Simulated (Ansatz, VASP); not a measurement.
One calculation of Cu, two programs

The input INCAR:

```
SYSTEM = Cu
ALGO = Normal
EDIFF = 1E-8
ENCUT = 520
GGA = PE
ISIF = 2
ISMEAR = -1
LASPH = .TRUE.
LCHARG = .FALSE.
LEFG = .TRUE.
LREAL = .FALSE.
LWAVE = .FALSE.
NBANDS = 12
NELM = 60
PREC = Accurate
SIGMA = 0.03
```

File KPOINTS:

```
k-points
0
G
  20 20 20
  0 0 0
```

File POSCAR:

```
Cu
1.0
    0.0000000000      1.7903558495      1.7903558495
    1.7903558495      0.0000000000      1.7903558495
    1.7903558495      1.7903558495      0.0000000000
Cu
1
Direct
    0.0000000000      0.0000000000      0.0000000000
```

Input for Ansatz:

```yaml
crystal:
  lattice:
    - [0.0, 1.7903558495, 1.7903558495]
    - [1.7903558495, 0.0, 1.7903558495]
    - [1.7903558495, 1.7903558495, 0.0]
  atoms:
    - { symbol: Cu, position: [0.0, 0.0, 0.0] }
kpoints:
  mp_grid: { grid: [20, 20, 20] }
scf:
  occupations: { method: fermi_dirac, width: 0.03 }
hamiltonian:
  xc: pbe
  pseudopotentials: { kind: paw }
output:
  forces: true
  stress: true
  eigenvalues: true
  efg: { contact_densities: true }
```

Change from the starting cell: volume scaled by 0.96, PAW files.

Alike in both runs: task electric field gradients; functional PBE; k mesh 20 × 20 × 20; occupations fermi-dirac, width 0.03 eV; no spin polarisation.

```csv
,VASP,Ansatz
version,VASP 6.6.1,Ansatz 0.2.0
potentials or method,"VASP PAW PBE potentials, release 64 (Cu)","PAW with Ansatz's default frozen-core files, scalar-relativistic"
plane-wave cutoff (eV),520,420
valence electrons in the cell,11,19
```

VASP gave:

```
pressure (GPa) : 6.9
```

Task: What did Ansatz give for the same quantities?

Result: Pressure (GPa): 6.4.

The functional is the same, so the differences come from potentials, cutoffs and numerics. VASP's potentials hold 11 valence electrons a cell and Ansatz's 19, so a difference there can come from the potentials and not from the codes.
